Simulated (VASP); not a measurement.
# Ge32H20CO in VASP: a series of runs, part 3 of 3

VASP 6.6.1. Earlier steps stand in the parts before.

## (5) Single point, r2SCAN+rVV10

Contents of POSCAR:

```
Ge32H20CO
1.0
    8.0016200000      8.0016200000      0.0000000000
   -8.0016200000      8.0016200000      0.0000000000
    0.0000000000      0.0000000000     20.9129000000
Ge H O C
32 20 1 1
Direct
   -0.3116586500      0.3077520200      0.3416030700
   -0.1801765000     -0.3065674500      0.3415755400
    0.0408471100     -0.0267407100      0.3831162900
    0.3184170200      0.1923894200      0.3412312400
   -0.0371062000     -0.4685568200      0.3828099700
    0.1888142400     -0.1901128100      0.3481117400
    0.4609976100      0.0297732200      0.3811249300
    0.5451280500     -0.5319877300      0.3820876100
   -0.1222411600      0.3839132200      0.3014686500
   -0.1073829600     -0.1141656800      0.3048915200
    0.1276947700      0.1177299000      0.3009759500
    0.3917272700      0.3853068800      0.3049127200
    0.1127761400     -0.3805849200      0.3052770500
    0.3744425500     -0.1149086800      0.2992901800
    0.6134202300      0.1154652000      0.3048068300
    0.6282638500     -0.3817100800      0.3014758000
    0.0011510800      0.2497223500      0.2346695200
    0.0012699100     -0.2521313700      0.2298950200
    0.2502901600      0.0002112300      0.2271705800
    0.5007780900      0.2483826700      0.2298315700
    0.2501951000     -0.4991264300      0.2363012800
    0.5004548000     -0.2500073700      0.2348726300
    0.7513417400     -0.0013606400      0.2356051200
    0.7502857000     -0.5004836800      0.2280879500
   -0.1250000000      0.1250000000      0.1644630000
   -0.1250000000     -0.3750000000      0.1644630000
    0.1250000000     -0.1250000000      0.1644630000
    0.3750000000      0.1250000000      0.1644630000
    0.1250000000     -0.6250000000      0.1644630000
    0.3750000000     -0.3750000000      0.1644630000
    0.6250000000     -0.1250000000      0.1644630000
    0.6250000000     -0.6250000000      0.1644630000
   -0.0489780000      0.0489780000      0.1195430000
   -0.2010220000      0.2010220000      0.1195430000
   -0.0489780000     -0.4510220000      0.1195430000
   -0.2010220000     -0.2989780000      0.1195430000
    0.2010220000     -0.2010220000      0.1195430000
    0.0489780000     -0.0489780000      0.1195430000
    0.4510220000      0.0489780000      0.1195430000
    0.2989780000      0.2010220000      0.1195430000
    0.2010220000     -0.7010220000      0.1195430000
    0.0489780000     -0.5489780000      0.1195430000
    0.4510220000     -0.4510220000      0.1195430000
    0.2989780000     -0.2989780000      0.1195430000
    0.7010220000     -0.2010220000      0.1195430000
    0.5489780000     -0.0489780000      0.1195430000
    0.7010220000     -0.7010220000      0.1195430000
    0.5489780000     -0.5489780000      0.1195430000
    0.3199168600     -0.1485918300      0.4470470800
    0.4170994200     -0.3133430100      0.4050220400
    0.2960414900     -0.3993153000      0.4349350900
    0.3943006300     -0.3273524700      0.4899861300
    0.2714278100     -0.2202555600      0.4427827300
    0.3508406600     -0.3211661000      0.4432597400
```

Contents of INCAR.step1:

```
SYSTEM = Ge32H20CO
ALGO     = Normal         ! electronic algorithm
EDIFF    = 1E-4           ! SCF threshold, eV
ENCUT    = 520            ! plane-wave cutoff, eV
GGA      = PE             ! functional
ISMEAR   = 0              ! smearing method
LASPH    = .TRUE.         ! aspherical terms in the spheres
LCHARG   = .FALSE.        ! write CHGCAR
LREAL    = Auto         
LWAVE    = .TRUE.         ! write WAVECAR
NBANDS   = 272            ! bands
NCORE    = 4            
NELM     = 100            ! most SCF steps
PREC     = Accurate       ! precision mode
SIGMA    = 0.03           ! smearing width, eV
```

Contents of INCAR.step2:

```
SYSTEM = Ge32H20CO
ALGO     = Normal         ! electronic algorithm
BPARAM   = 11.95        
CPARAM   = 0.0093       
EDIFF    = 1E-7           ! SCF threshold, eV
ENCUT    = 520            ! plane-wave cutoff, eV
ISIF     = 2              ! what is computed and relaxed
ISMEAR   = 0              ! smearing method
ISTART   = 1            
IVDW_NL  = 2            
LASPH    = .TRUE.         ! aspherical terms in the spheres
LCHARG   = .FALSE.        ! write CHGCAR
LMIXTAU  = .TRUE.       
LREAL    = Auto         
LUSE_VDW = .TRUE.       
LWAVE    = .FALSE.        ! write WAVECAR
METAGGA  = R2SCAN         ! meta-GGA
NBANDS   = 272            ! bands
NCORE    = 4            
NELM     = 100            ! most SCF steps
PREC     = Accurate       ! precision mode
SIGMA    = 0.03           ! smearing width, eV
```

Contents of KPOINTS:

```
k-points
0
G
  1 1 1
  0 0 0
```

The run is started by

```sh
$ cat potpaw_PBE.64/Ge_d/POTCAR potpaw_PBE.64/H/POTCAR potpaw_PBE.64/O/POTCAR potpaw_PBE.64/C/POTCAR > POTCAR
$ cp INCAR.step1 INCAR
$ mpirun -np 4 vasp_gam > vasp.out
$ cp INCAR.step2 INCAR
$ mpirun -np 4 vasp_gam > vasp.out
```

Run time: 61 min. Hardware: 4 MPI ranks of Oxide Virtual Turin-like, shared host; peak memory 1.8 GiB.

It converged, with:

```yaml
Free_energy: -500.2519 eV
Largest_force: 0.675 eV/Å
Band_gap_on_the_k_mesh: 0.72 eV
```

Forces on the atoms (eV/Å):
```
Ge  -0.044  0.007 -0.097
Ge   0.049 -0.001 -0.101
Ge   0.124 -0.011 -0.278
Ge   0.042 -0.008 -0.104
Ge  -0.143  0.015 -0.294
Ge   0.119  0.070  0.196
Ge  -0.145  0.025 -0.297
Ge   0.146 -0.015 -0.275
Ge  -0.124 -0.066 -0.010
Ge   0.128 -0.127 -0.038
Ge   0.112  0.055 -0.002
Ge   0.143 -0.117 -0.033
Ge  -0.134  0.071 -0.040
Ge  -0.137 -0.053 -0.006
Ge  -0.128  0.094 -0.032
Ge   0.133  0.059  0.000
Ge  -0.006  0.010 -0.015
Ge  -0.020 -0.019  0.036
Ge   0.007  0.029  0.009
Ge  -0.019  0.009  0.049
Ge   0.007  0.001 -0.011
Ge  -0.005  0.006 -0.028
Ge  -0.007  0.001 -0.002
Ge   0.001  0.008  0.016
Ge  -0.152  0.040  0.544
Ge   0.070  0.046 -0.562
Ge  -0.075 -0.122 -0.571
Ge   0.014 -0.011 -0.675
Ge   0.148  0.026  0.563
Ge  -0.142  0.032  0.553
Ge   0.194 -0.008  0.525
Ge  -0.053 -0.074 -0.544
H   -0.148 -0.030  0.127
H    0.268  0.000  0.140
H   -0.230  0.037  0.061
H    0.265  0.031  0.114
H   -0.262 -0.045  0.098
H    0.225 -0.057  0.060
H   -0.228  0.059  0.062
H    0.272  0.093  0.094
H   -0.253  0.032  0.141
H    0.154  0.053  0.136
H   -0.155 -0.030  0.131
H    0.257  0.001  0.139
H   -0.254  0.009  0.130
H    0.149  0.033  0.147
H   -0.266 -0.048  0.110
H    0.228 -0.054  0.087
H    0.014 -0.288  0.009
H   -0.109 -0.078  0.117
H   -0.048  0.166  0.034
H   -0.093 -0.043 -0.165
O   -0.099  0.252 -0.255
C    0.209 -0.067  0.008
```

Levels at points of the mesh, in eV from the valence-band top:
```csv
k point,band 235,band 236,band 237,band 238,band 239,band 240,band 241,band 242,band 243,band 244
"(0.00, 0.00, 0.00)",-0.44,-0.18,-0.11,-0.05,0.00,0.72,1.12,1.52,1.54,2.00
```

Caveat: the k points lie up to 0.56 Å⁻¹ apart; there is no dipole correction, which matters where the two faces differ; semilocal functionals underestimate gaps, and a narrow one can read as zero; the PAW data sets were made with another functional, which shifts forces and pressure a little.

## (6) The runs side by side

```tsv
level	cell	largest force (eV/Å)
PBE+D3(BJ)	as given, atomic positions A	0.61
PBE+D3(BJ)	as given, atomic positions B	0.63
PBE+D3(BJ)	as given, atomic positions C	0.63
r2SCAN+rVV10	as given, atomic positions B	0.68
```

Alike in all rows: task single point; potentials or basis VASP PAW PBE potentials, release 64 (Ge_d, H, O, C); no spin polarisation; k mesh 1 × 1 × 1; cutoff (eV) 520; smearing gaussian 0.03 eV.

Caveats: all runs use coarse meshes; there is no dipole correction, which matters where the two faces differ; semilocal functionals underestimate gaps, and a narrow one can read as zero (at least some runs); the PAW data sets were made with another functional, which shifts forces and pressure a little (at least some runs).

Absolute energies hang on the potentials; compare differences alone.
